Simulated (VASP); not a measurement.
Set up this calculation in VASP 6.6.1, as the native input.

* Task: electric field gradients
* Functional: PBE
* Potentials or basis: VASP PAW PBE potentials, release 64 (Ca_sv, S)
* Cutoff: 400 eV
* k mesh: 3 × 3 × 3
* Occupations: gaussian, width 0.01 eV
* Spin: no spin polarisation
* Dipole correction: no
* Further INCAR settings: ALGO = Normal; EDIFF = 1e-08; NBANDS = 78

The structure of CaS (Oldhamite) lies in POSCAR:

```
CaS
1.0
    0.0000000000      5.6860000000      5.6860000000
    5.6860000000      0.0000000000      5.6860000000
    5.6860000000      5.6860000000      0.0000000000
Ca S
8 8
Direct
    0.0000000000      0.0000000000      0.0000000000
    0.0000000000      0.0000000000      0.5000000000
    0.0000000000      0.5000000000      0.0000000000
    0.0000000000      0.5000000000      0.5000000000
    0.5000000000      0.0000000000      0.0000000000
    0.5000000000      0.0000000000      0.5000000000
    0.5000000000      0.5000000000      0.0000000000
    0.5000000000      0.5000000000      0.5000000000
    0.2500000000      0.2500000000      0.2500000000
    0.2500000000      0.2500000000      0.7500000000
    0.2500000000      0.7500000000      0.2500000000
    0.2500000000      0.7500000000      0.7500000000
    0.7500000000      0.2500000000      0.2500000000
    0.7500000000      0.2500000000      0.7500000000
    0.7500000000      0.7500000000      0.2500000000
    0.7500000000      0.7500000000      0.7500000000
```

These files were run (other wordings do the same):

INCAR

```
SYSTEM = CaS
  PREC = Accurate
  ENCUT = 400
  EDIFF = 1E-8
  ISMEAR = 0
  SIGMA = 0.01
  LREAL = .FALSE.
  LASPH = .TRUE.
  NELM = 120
  ALGO = Normal
  ISIF = 2
  LWAVE = .FALSE.
  LCHARG = .FALSE.
  GGA = PE
  LEFG = .TRUE.
  NBANDS = 78
  GGA_COMPAT = .FALSE.
```

KPOINTS

```
regular mesh
0
G
  3 3 3
  0 0 0
```

Potentials or basis: VASP PAW PBE potentials, release 64 (Ca_sv, S).

Launch:

```sh
$ cat potpaw_PBE.64/Ca_sv/POTCAR potpaw_PBE.64/S/POTCAR > POTCAR
$ mpirun -np 1 vasp_std > vasp.out
```

It gave:

| Item | Value |
| --- | --- |
| Pressure | 1.0 GPa |
| Band gap on the k mesh | 2.35 eV |

Caveat: without QUAD_EFG the Cq values of the log hold for a quadrupole moment of 1 mb, not for the nuclei.

Run time: 2.6 min on 1 thread of Intel(R) Xeon(R) Platinum 8259CL CPU @ 2.50GHz (Skylake/Cascade Lake), on a shared host, peak memory 0.38 GiB.
